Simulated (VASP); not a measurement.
A run of VASP 6.6.1 is set up as follows.

File INCAR:

```
PREC = Accurate
ENCUT = 500
EDIFF = 1E-7
ISMEAR = 0
SIGMA = 0.1
LREAL = F
LASPH = T
NELM = 200
ALGO = Normal
ISIF = 3
LWAVE = F
LCHARG = F
GGA = PE
IBRION = 2
NSW = 100
EDIFFG = -0.01
GGA_COMPAT = F
NELMIN = 4
LMAXMIX = 6
```

KPOINTS

```
regular mesh
0
Gamma
  8 8 8
```

POSCAR

```
Er4Cl
1.0
    5.6879276264      0.0000000000      0.0000000000
    0.0000000000      5.6879276264      0.0000000000
    0.0000000000      0.0000000000      5.6879276264
Er Cl
4 1
Direct
    0.5000000000      0.0000000000      0.0000000000
    0.0000000000      0.5000000000      0.0000000000
    0.0000000000      0.0000000000      0.5000000000
    0.0000000000      0.0000000000      0.0000000000
    0.5000000000      0.5000000000      0.5000000000
```

Potentials or basis: VASP PAW PBE potentials, release 64 (Er_3, Cl), 4f in core.

Run with:

```bash
$ cat potpaw_PBE.64/Er_3/POTCAR potpaw_PBE.64/Cl/POTCAR > POTCAR
$ mpirun -np 1 vasp_std > vasp.out
```

(1) Estimate the relaxed cell.

(2) Estimate the band gap on the k mesh.

(3) What does it give for the relaxed volume?

Answers

(1) a = 5.737 Å, b = 5.737 Å, c = 5.737 Å, α = 90.00°, β = 90.00°, γ = 90.00°.

(2) zero (an odd number of electrons rules out a gap without spin polarisation).

(3) 37.77 Å³/atom.

Caveat: spin-orbit coupling is left out, which moves the levels of the heavy elements; the 4f electrons are frozen in the core, so they carry no moment and show no levels; the run has no spin polarisation, though such a crystal can be magnetic.
